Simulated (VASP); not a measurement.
Here is a VASP 6.6.1 calculation.

File INCAR:

```
SYSTEM = CoPdO2
  PREC = Accurate
  ENCUT = 520
  EDIFF = 1E-6
  ISMEAR = -1
  SIGMA = 0.1
  LREAL = .FALSE.
  LASPH = .TRUE.
  NELM = 80
  ALGO = Normal
  ISIF = 2
  LWAVE = .FALSE.
  LCHARG = .TRUE.
  GGA = PE
  LELF = .TRUE.
  LVHAR = .TRUE.
  NBANDS = 24
```

Contents of KPOINTS:

```
regular mesh
0
G
  7 7 7
  0 0 0
```

Contents of POSCAR:

```
CoPdO2
1.0
    1.4130520000      2.4474760000      0.0000000000
   -1.4130520000      2.4474760000      0.0000000000
    0.0000000000     -1.6316500000      5.9204150000
Pd Co O
1 1 2
Direct
    0.0000000000      0.0000000000      0.0000000000
    0.5000000000      0.5000000000      0.5000000000
    0.1121500000      0.1121500000      0.3364500000
    0.8878500000      0.8878500000      0.6635500000
```

Potentials or basis: VASP PAW PBE potentials, release 64 (Pd, Co, O).

Command:

```console
$ cat potpaw_PBE.64/Pd/POTCAR potpaw_PBE.64/Co/POTCAR potpaw_PBE.64/O/POTCAR > POTCAR
$ mpirun -np 1 vasp_std > vasp.out
```

Task: Estimate the pressure.

Result: 6.7 GPa.

Task: Estimate the largest force.

Result: 0.123 eV/Å.

Forces in eV/Å, atoms in the order of the input:
```
Pd   0.000  0.000  0.000
Co   0.000  0.000  0.000
O    0.000  0.000  0.123
O    0.000  0.000 -0.123
```

Caveat: the k points lie up to 0.37 Å⁻¹ apart; an odd number of electrons without spin polarisation forces a metal; a magnetic or distorted state may lie lower; the run has no spin polarisation, though such a crystal can be magnetic; semilocal functionals often make such compounds metallic where correlation or magnetic order opens a gap, which also shifts bond lengths. Spin polarisation is off, so any magnetic state and its effect on volume and gap are missing.
